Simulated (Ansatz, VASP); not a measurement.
## MgO in VASP and in Ansatz

POSCAR

```
MgO
1.0
    2.9142816945      0.0000000000      0.0000000000
   -1.4571408473      2.5238419812      0.0000000000
    0.0000000000      0.0000000000      2.6580281856
Mg O
1 1
Direct
    0.0000000000      0.0000000000      0.0000000000
    0.3333333300      0.6666666700      0.5000000000
```

The input INCAR.step1:

```
PREC = Accurate
ENCUT = 750
ISMEAR = 0
SIGMA = 0.02
LREAL = False
LASPH = True
NELM = 120
NBANDS = 15
GGA = PE
ALGO = Normal
EDIFF = 1E-5
LWAVE = True
LCHARG = False
GGA_COMPAT = False
```

File INCAR.step2:

```
PREC = Accurate
ENCUT = 750
EDIFF = 1E-6
ISMEAR = 0
SIGMA = 0.02
LREAL = False
LASPH = True
NELM = 120
ALGO = Normal
ISIF = 2
LWAVE = False
LCHARG = False
METAGGA = R2SCAN
LMIXTAU = True
NBANDS = 15
ISTART = 1
GGA_COMPAT = False
```

File KPOINTS:

```
Automatic mesh
0
Gamma
  12 12 10
```

Input for Ansatz:

```yaml
crystal:
  lattice:
    - [2.9142816945, 0.0, 0.0]
    - [-1.4571408473, 2.5238419812, 0.0]
    - [0.0, 0.0, 2.6580281856]
  atoms:
    - { symbol: Mg, position: [0.0, 0.0, 0.0] }
    - { symbol: O, position: [0.33333333, 0.66666667, 0.5] }
basis:
  ecutwfc: 500
kpoints:
  mp_grid: { grid: [12, 12, 10] }
hamiltonian:
  xc: r2scan
scf:
  occupations: { method: gaussian, width: 0.02 }
output:
  forces: true
  stress: true
  eigenvalues: true
  write_density: true
  write_potential: true
  elf: true
  volumetric_format: npy
```

Alike in both runs: task single point; functional r2SCAN; k mesh 12 × 12 × 10; occupations gaussian, width 0.02 eV; no spin polarisation.

|  | VASP | Ansatz |
| --- | --- | --- |
| version | VASP 6.6.1 | Ansatz 0.2.0 |
| potentials or method | VASP PAW PBE potentials, release 64 (Mg_sv, O), cutoff 750 eV | scalar-relativistic, plane waves, PAW |
| valence electrons in the cell | 16 | 16 |

|  | VASP | Ansatz | Ansatz less VASP |
| --- | --- | --- | --- |
| gap on the k mesh at the Fermi level (eV) | 4.00 | 3.98 | -0.022 |
| least direct gap on the mesh (eV) | 4.41 | 4.39 | -0.022 |
| pressure (GPa) | -2.2 | -1.8 | +0.42 |
| traceless stress, the component that is largest in VASP (GPa) | 0.17 | 0.02 | -0.145 |

VASP's potentials were made for PBE, not for r2SCAN. With one functional, cell and mesh, what is left measures potentials, basis and numerics.
